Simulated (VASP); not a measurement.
# TaN (P6/mmm) in VASP: single point with LDA+U

Aim: the single point of TaN with LDA+U.

Everything below comes from runs of VASP 6.6.1. Logs are shortened: lines on timing, memory, paths and dates and some standing lists are left out, and cuts for length are marked.

## 1. The cell of the first run

The structure is hexagonal, space group P6/mmm (No. 191). The conventional cell has a = 5.185 Å, b = 5.185 Å, c = 2.908 Å, α = 90.00°, β = 90.00°, γ = 120.00°. Within 3.4 Å of Ta (site symmetry 6/mmm) lie 6 N at 2.59 Å and 14 Ta at 2.91 to 3.33 Å. Ta (site symmetry -6m2) has 6 N at 2.09 Å and 5 Ta at 2.91 to 2.99 Å within 3.0 Å. N (site symmetry mmm) has 6 Ta at 2.09 to 2.59 Å and 6 N at 2.59 to 2.91 Å within 3.0 Å.

## 2. Single point, LDA+U, collinear spin

INCAR

```
SYSTEM = TaN
PREC = Accurate
ENCUT = 520
EDIFF = 1E-6
ISMEAR = 0
SIGMA = 0.05
LREAL = .FALSE.
LASPH = .TRUE.
NELM = 150
ALGO = Normal
ISIF = 2
LWAVE = .FALSE.
LCHARG = .FALSE.
ISPIN = 2
MAGMOM = 2 2 2 0 0 0
LORBIT = 11
LMAXMIX = 4
LDAU = .TRUE.
LDAUTYPE = 2
LDAUL = 2 -1
LDAUU = 1 0
LDAUJ = 0 0
LDAUPRINT = 1
NBANDS = 37
```

KPOINTS

```
regular mesh
0
G
  4 4 7
  0 0 0
```

POSCAR

```
TaN
1.0
    5.1850002000      0.0000000000      0.0000000000
   -2.5925001000      4.4903418900      0.0000000000
    0.0000000000      0.0000000000      2.9080005300
Ta N
3 3
Direct
    0.0000000000      0.0000000000      0.0000000000
    0.3333333333      0.6666666667      0.5000000000
    0.6666666667      0.3333333333      0.5000000000
    0.5000000000      0.0000000000      0.0000000000
    0.5000000000      0.5000000000      0.0000000000
    0.0000000000      0.5000000000      0.0000000000
```

Potentials or basis: VASP PAW LDA potentials, release 64 (Ta_pv, N).

The run is started by

```
> cat potpaw_LDA.64/Ta_pv/POTCAR potpaw_LDA.64/N/POTCAR > POTCAR
> mpirun -np 1 vasp_std > vasp.out
```

OUTCAR:

```text
SYSTEM = TaN
   PREC = Accurate
   ENCUT = 520
   EDIFF = 1E-6
   ISMEAR = 0
   LREAL = .FALSE.
   LASPH = .TRUE.
   NELM = 150
   ISIF = 2
   ISPIN = 2
   LORBIT = 11

 ion  position               nearest neighbor table
   1  0.000  0.000  0.000-   5 2.59   6 2.59   6 2.59   5 2.59   4 2.59   4 2.59   2 3.33   3 3.33
                             2 3.33   3 3.33   2 3.33   2 3.33   3 3.33   3 3.33   2 3.33   3 3.33
   2  0.333  0.667  0.500-   4 2.09   4 2.09   6 2.09   6 2.09   5 2.09   5 2.09   3 2.99   3 2.99
                             3 2.99   1 3.33   1 3.33   1 3.33   1 3.33   1 3.33   1 3.33
   3  0.667  0.333  0.500-   4 2.09   4 2.09   6 2.09   6 2.09   5 2.09   5 2.09   2 2.99   2 2.99
                             2 2.99   1 3.33   1 3.33   1 3.33   1 3.33   1 3.33   1 3.33
   4  0.500  0.000  0.000-   2 2.09   3 2.09   2 2.09   3 2.09   1 2.59   1 2.59
   5  0.500  0.500  0.000-   2 2.09   3 2.09   2 2.09   3 2.09   1 2.59   1 2.59
   6  0.000  0.500  0.000-   2 2.09   3 2.09   2 2.09   3 2.09   1 2.59   1 2.59

  LATTYP: Found a hexagonal cell.
 ALAT       =     5.1850002000
 C/A-ratio  =     0.5608486823

  Lattice vectors:

 A1 = (   5.1850002000,   0.0000000000,   0.0000000000)
 A2 = (  -2.5925001000,   4.4903418900,   0.0000000000)
 A3 = (   0.0000000000,   0.0000000000,   2.9080005300)

Analysis of symmetry for initial positions (statically):
=====================================================================
 Subroutine PRICEL returns:
 Original cell was already a primitive cell.

 Routine SETGRP: Setting up the symmetry group for a
 hexagonal supercell.

 Subroutine GETGRP returns: Found 24 space group operations
 (whereof 24 operations were pure point group operations)
 out of a pool of 24 trial point group operations.

The static configuration has the point symmetry D_6h.

Analysis of symmetry for dynamics (positions and initial velocities):
=====================================================================
 Subroutine PRICEL returns:
 Original cell was already a primitive cell.

 Routine SETGRP: Setting up the symmetry group for a
 hexagonal supercell.

 Subroutine GETGRP returns: Found 24 space group operations
 (whereof 24 operations were pure point group operations)
 out of a pool of 24 trial point group operations.

The dynamic configuration has the point symmetry D_6h.

Analysis of structural, dynamic, and magnetic symmetry:
=====================================================================
 Subroutine PRICEL returns:
 Original cell was already a primitive cell.

 Routine SETGRP: Setting up the symmetry group for a
 hexagonal supercell.

 Subroutine GETGRP returns: Found 24 space group operations
 (whereof 24 operations were pure point group operations)
 out of a pool of 24 trial point group operations.

The overall configuration has the point symmetry D_6h.

 Subroutine INISYM returns: Found 24 space group operations
 (whereof 24 operations are pure point group operations),
 and found     1 'primitive' translations

----------------------------------------------------------------------------------------

                                     Primitive cell

  volume of cell :      67.7053

  direct lattice vectors                    reciprocal lattice vectors
     5.185000200  0.000000000  0.000000000     0.192864023  0.111350096  0.000000000
    -2.592500100  4.490341890  0.000000000     0.000000000  0.222700192  0.000000000
     0.000000000  0.000000000  2.908000530     0.000000000  0.000000000  0.343878892

  length of vectors
     5.185000200  5.185000198  2.908000530     0.222700192  0.222700192  0.343878892

  position of ions in fractional coordinates (direct lattice)
     0.000000000  0.000000000  0.000000000
     0.333333333  0.666666667  0.500000000
[... 91 lines left out ...]
   ISMEAR =     0;   SIGMA  =   0.05  broadening in eV -4-tet -1-fermi 0-gaus
   EFERMI_NEDOS =   21; number of points for ismear=-14 and -15
   IALGO  =     38    algorithm
   IMIX   =      4    mixing-type and parameters
     AMIX     =   0.40;   BMIX     =  1.00
     AMIX_MAG =   1.60;   BMIX_MAG =  1.00
  volume/ion in A,a.u.               =      11.28        76.15
  Fermi-wavevector in a.u.,A,eV,Ry     =   1.459759  2.758544 28.992586  2.130895
  Thomas-Fermi vector in A             =   2.576288
   LORBIT       =     11    0 simple, 1 ext, 2 COOP (PROOUT), +10 PAW based schemes
 LDA+U is selected, type is set to LDAUTYPE =  2
   angular momentum for each species LDAUL =     2   -1
   U (eV)           for each species LDAUU =   1.0  0.0
   J (eV)           for each species LDAUJ =   0.0  0.0
   GGA     = CA    functional components
   LHFCALC =     F    Hartree Fock is set to
   AEXX    =    0.0000 exact exchange contribution
   IVDW    =     0    specifies the selected vdW correction
   LEPSILON=     F    determine dielectric tensor
   LRPA    =     F    only Hartree local field effects (RPA)
 spin polarized calculation
 Gauss-broadening in eV      SIGMA  =   0.05
  energy-cutoff  :      520.00
  volume of cell :       67.71
 maximum number of plane-waves:      1840
 NGX is ok and might be reduce to    40
   NGX = 19   NGY = 19   NGZ = 11

 number of electron      48.0000007 magnetization       0.0004923

atom =   1  type =  1  l = 2

 onsite density matrix

spin component  1
[... 83 lines left out ...]
  o =  0.2284  v =  0.0000  0.0000  0.0000  0.0000  0.0000  0.0000 -0.0000 -0.0000 -0.0000 -1.0000      0.0000  0.0000  0.0000  0.0000  0.0000  0.0000  0.0000  0.0000  0.0000  0.0000
  o =  0.2284  v =  0.0000  0.0000  0.0000  0.0000  0.0000  1.0000  0.0000  0.0000  0.0000  0.0000      0.0000  0.0000  0.0000  0.0000  0.0000  0.0000  0.0000  0.0000  0.0000  0.0000
  o =  0.2284  v =  0.0000 -0.0000 -0.0000  0.0000 -1.0000  0.0000  0.0000  0.0000  0.0000  0.0000      0.0000  0.0000  0.0000  0.0000  0.0000  0.0000  0.0000  0.0000  0.0000  0.0000
  o =  0.2284  v =  1.0000  0.0000  0.0000  0.0000  0.0000  0.0000  0.0000  0.0000  0.0000  0.0000      0.0000  0.0000  0.0000  0.0000  0.0000  0.0000  0.0000  0.0000  0.0000  0.0000
  o =  0.2543  v =  0.0000  1.0000  0.0000  0.0000 -0.0000  0.0000  0.0000  0.0000  0.0000  0.0000      0.0000  0.0000  0.0000  0.0000  0.0000  0.0000  0.0000  0.0000  0.0000  0.0000
  o =  0.2543  v =  0.0000 -0.0000  0.0000  1.0000  0.0000  0.0000  0.0000  0.0000  0.0000  0.0000      0.0000  0.0000  0.0000  0.0000  0.0000  0.0000  0.0000  0.0000  0.0000  0.0000
  o =  0.2543  v =  0.0000  0.0000  0.0000  0.0000  0.0000  0.0000  1.0000 -0.0000 -0.0000 -0.0000      0.0000  0.0000  0.0000  0.0000  0.0000  0.0000  0.0000  0.0000  0.0000  0.0000
  o =  0.2543  v =  0.0000  0.0000  0.0000  0.0000  0.0000  0.0000  0.0000 -0.0000  1.0000  0.0000      0.0000  0.0000  0.0000  0.0000  0.0000  0.0000  0.0000  0.0000  0.0000  0.0000
  o =  0.2734  v =  0.0000 -0.0000 -1.0000  0.0000  0.0000  0.0000  0.0000  0.0000  0.0000  0.0000      0.0000  0.0000  0.0000  0.0000  0.0000  0.0000  0.0000  0.0000  0.0000  0.0000
  o =  0.2734  v =  0.0000  0.0000  0.0000  0.0000  0.0000  0.0000 -0.0000 -1.0000 -0.0000  0.0000      0.0000  0.0000  0.0000  0.0000  0.0000  0.0000  0.0000  0.0000  0.0000  0.0000

 number of electron      48.0000007 magnetization      -0.0000813

 Free energy of the ion-electron system (eV)
  ---------------------------------------------------
  ext. energy  EPLUGINS =         0.00000000
  ---------------------------------------------------
  free energy    TOTEN  =       -68.60974250 eV

  energy without entropy =      -68.60633273  energy(sigma->0) =      -68.60803761

 E-fermi :   8.2525     XC(G=0): -13.2908

 val. band max:        8.2285092164   @ k =   0.2500   0.0000   0.4286
 cond. band min:       8.2527258630   @ k =   0.0000   0.0000   0.2857
 fundamental gap:      0.0242166466
 Fermi energy:         8.2524602644

 spin component 1

 k-point     1 :       0.0000    0.0000    0.0000
  band No.  band energies     occupation
      1     -27.9927      1.00000
      2     -27.9927      1.00000
      3     -27.6130      1.00000
      4     -27.6130      1.00000
      5     -27.3711      1.00000
      6     -27.2990      1.00000
[... 613 lines left out ...]
     35      14.2374      0.00000
     36      15.1224      0.00000
 Fermi energy:         8.2524602644

 spin component 2

 k-point     1 :       0.0000    0.0000    0.0000
  band No.  band energies     occupation
      1     -27.9928      1.00000
      2     -27.9928      1.00000
      3     -27.6131      1.00000
      4     -27.6131      1.00000
      5     -27.3711      1.00000
      6     -27.2991      1.00000
[... 613 lines left out ...]
     35      14.2374      0.00000
     36      15.1224      0.00000
 [bands above 36 left out]

------------------------ aborting loop because EDIFF is reached ----------------------------------------

  FORCE on cell =-STRESS in cart. coord.  units (eV):
  Direction    XX          YY          ZZ          XY          YZ          ZX
  --------------------------------------------------------------------------------------
  -------------------------------------------------------------------------------------
  Total        0.3503677      0.3503677     -0.7980903      0.0000000     -0.0000000      0.0000000
  in kB        8.2910966      8.2910966    -18.8859993      0.0000000     -0.0000000      0.0000000
  external PRESSURE =      -0.7679354 kB  Pullay stress =       0.0000000 kB

 VOLUME and BASIS-vectors are now :
 -----------------------------------------------------------------------------
  energy-cutoff  :      520.00
  volume of cell :       67.71
      direct lattice vectors                 reciprocal lattice vectors
     5.185000200  0.000000000  0.000000000     0.192864023  0.111350096  0.000000000
    -2.592500100  4.490341890  0.000000000     0.000000000  0.222700192  0.000000000
     0.000000000  0.000000000  2.908000530     0.000000000  0.000000000  0.343878892

 POSITION                                       TOTAL-FORCE (eV/Angst)
 -----------------------------------------------------------------------------------
      0.00000      0.00000      0.00000         0.000000      0.000000      0.000000
     -0.00000      2.99356      1.45400         0.000000     -0.000000      0.000000
      2.59250      1.49678      1.45400        -0.000000      0.000000      0.000000
      2.59250      0.00000      0.00000         0.000000      0.000000      0.000000
      1.29625      2.24517      0.00000         0.000000      0.000000      0.000000
     -1.29625      2.24517      0.00000         0.000000      0.000000      0.000000
 -----------------------------------------------------------------------------------
    total drift:                               -0.000000      0.000000     -0.000000

  FREE ENERGIE OF THE ION-ELECTRON SYSTEM (eV)
  ---------------------------------------------------
  free  energy   TOTEN  =       -68.6097424978 eV

  energy  without entropy=      -68.6063327263  energy(sigma->0) =      -68.60803761

 total charge

# of ion       s       p       d       tot
------------------------------------------
    1        0.276   6.117   2.240   8.634
    2        0.327   6.316   2.421   9.064
    3        0.327   6.316   2.421   9.064
    4        1.237   2.540   0.000   3.777
    5        1.237   2.540   0.000   3.777
    6        1.237   2.540   0.000   3.777
--------------------------------------------------
tot          4.643  26.368   7.083  38.094

 magnetization (x)

# of ion       s       p       d       tot
------------------------------------------
    1       -0.000  -0.000  -0.000  -0.000
    2        0.000  -0.000  -0.000  -0.000
    3        0.000  -0.000  -0.000  -0.000
    4       -0.000   0.000   0.000   0.000
    5       -0.000   0.000   0.000   0.000
    6       -0.000   0.000   0.000   0.000
--------------------------------------------------
tot         -0.000  -0.000  -0.000  -0.000
```

Wall time 3.7 min (1 thread of AMD EPYC, shared host); peak memory 0.17 GiB.

What came out:

| Quantity | Value |
| --- | --- |
| Free energy | -68.6097 eV |
| Pressure | -0.1 GPa |
| Band gap on the k mesh | zero (filled and empty bands overlap) |
| Net moment | 0.00 μB per cell |
| Valence electrons inside the program's atomic spheres | Ta 8.63, 9.06 (each value once); N 3.78 |

Stress tensor (GPa, compression positive):
```
 0.83  0.00  0.00
 0.00  0.83  0.00
 0.00  0.00 -1.89
```

Levels at points of the mesh, in eV from the Fermi level:
Spin up:
| k point | band 21 | band 22 | band 23 | band 24 | band 25 | band 26 | band 27 | band 28 |
| --- | --- | --- | --- | --- | --- | --- | --- | --- |
| (0.00, 0.00, 0.00) | -3.06 | -2.59 | -2.14 | -1.31 | -1.31 | 0.75 | 0.75 | 1.12 |
| (0.50, 0.00, 0.00) | -3.49 | -2.96 | -1.77 | -0.74 | 1.29 | 1.79 | 1.80 | 2.24 |
Spin down:
```csv
k point,band 20,band 21,band 22,band 23,band 24,band 25,band 26,band 27,band 28,band 29
"(0.00, 0.00, 0.00)",-3.06,-3.06,-2.59,-2.14,-1.31,-1.31,0.75,0.75,1.12,2.17
"(0.50, 0.00, 0.00)",-4.69,-3.49,-2.96,-1.77,-0.74,1.29,1.79,1.80,2.24,2.34
```

Eigenvalues of the final occupation matrices:
| site | spin | trace | eigenvalues |
| --- | --- | --- | --- |
| site 1 d | 1 | 1.14 | 0.18 0.18 0.25 0.25 0.28 |
| site 1 d | 2 | 1.14 | 0.18 0.18 0.25 0.25 0.28 |
| site 2 d | 1 | 1.24 | 0.23 0.23 0.25 0.25 0.27 |
| site 2 d | 2 | 1.24 | 0.23 0.23 0.25 0.25 0.27 |
| site 3 d | 1 | 1.24 | 0.23 0.23 0.25 0.25 0.27 |
| site 3 d | 2 | 1.24 | 0.23 0.23 0.25 0.25 0.27 |

Caveat: spin-orbit coupling is left out, which moves the levels of the heavy elements.

The gap in the log of VASP goes by the Fermi energy; the results here count the filled bands.